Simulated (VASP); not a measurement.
Write the native input for VASP 6.6.1 that does the following.

| Item | Value |
| --- | --- |
| Task | single point |
| Functional | PBE |
| Potentials or basis | VASP PAW PBE potentials, release 64 (Ta_pv, As) |
| Cutoff | 520 eV |
| k mesh | 11 × 11 × 11 |
| Occupations | fermi-dirac, width 0.05 eV |
| Spin | no spin polarisation |
| Dipole correction | no |
| Further INCAR settings | ALGO = Normal; EDIFF = 1e-07; NBANDS = 24 |

The structure of TaAs lies in POSCAR:

```
TaAs
1.0
   -1.6985427614      1.6985427614      5.7886353071
    1.6985427614     -1.6985427614      5.7886353071
    1.6985427614      1.6985427614     -5.7886353071
Ta As
2 2
Direct
    0.4999673000      0.4999673000      0.0000000000
    0.2499673000      0.7499673000      0.5000000000
    0.0826321200      0.0826321200      0.0000000000
    0.8326321200      0.3326321200      0.5000000000
```

One way to write it, as run:

INCAR

```
SYSTEM = TaAs
PREC = Accurate
ENCUT = 520
EDIFF = 1E-7
ISMEAR = -1
SIGMA = 0.05
LREAL = .FALSE.
LASPH = .TRUE.
NELM = 100
ALGO = Normal
ISIF = 2
LWAVE = .FALSE.
LCHARG = .FALSE.
GGA = PE
NBANDS = 24
```

KPOINTS

```
Automatic mesh
0
G
  11 11 11
  0 0 0
```

Potentials or basis: VASP PAW PBE potentials, release 64 (Ta_pv, As).

Run with:

```bash
$ cat potpaw_PBE.64/Ta_pv/POTCAR potpaw_PBE.64/As/POTCAR > POTCAR
$ mpirun -np 1 vasp_std > vasp.out
```

It gave:

The pressure is 11.0 GPa, the largest force is 0.049 eV/Å and the band gap on the k mesh is zero (filled and empty bands touch).

Caveat: the cell stands under pressure; spin-orbit coupling is left out, which moves the levels of the heavy elements.

Run time: 2.7 min on 1 thread of Intel(R) Xeon(R) 6975P-C (Granite Rapids) (shared host), peak memory 0.43 GiB.
